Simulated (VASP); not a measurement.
Here is a VASP 6.6.1 calculation.

Contents of INCAR:

```
SYSTEM = GaN
PREC     = Accurate       ! precision mode
ENCUT    = 520            ! plane-wave cutoff, eV
EDIFF    = 1E-6           ! SCF threshold, eV
ISMEAR   = -1             ! smearing method
SIGMA    = 0.05           ! smearing width, eV
LREAL    = .FALSE.        ! projectors in reciprocal space
LASPH    = .TRUE.         ! aspherical terms in the spheres
NELM     = 100            ! most SCF steps
ALGO     = Normal         ! electronic algorithm
ISIF     = 2              ! what is computed and relaxed
LWAVE    = .FALSE.        ! write WAVECAR
LCHARG   = .FALSE.        ! write CHGCAR
GGA      = RE             ! functional
NBANDS   = 16             ! bands
```

File KPOINTS:

```
Automatic mesh
0
G
  10 10 10
  0 0 0
```

The input POSCAR:

```
GaN
1.0
    0.0000000000      2.2865041015      2.2865041015
    2.2865041015      0.0000000000      2.2865041015
    2.2865041015      2.2865041015      0.0000000000
Ga N
1 1
Direct
    0.0000000000      0.0000000000      0.0000000000
    0.2500000000      0.2500000000      0.2500000000
```

Potentials or basis: VASP PAW PBE potentials, release 64 (Ga_d, N).

The run is started by

```sh
$ cat potpaw_PBE.64/Ga_d/POTCAR potpaw_PBE.64/N/POTCAR > POTCAR
$ mpirun -np 1 vasp_std > vasp.out
```

Problem. Predict the band gap on the k mesh.

Solution. 1.48 eV, direct.

Problem. Predict the pressure.

Solution. 0.1 GPa.

Caveat: the PAW data sets were made with another functional, which shifts forces and pressure a little. A hybrid or GW would open this gap; revPBE tends to underestimate it.
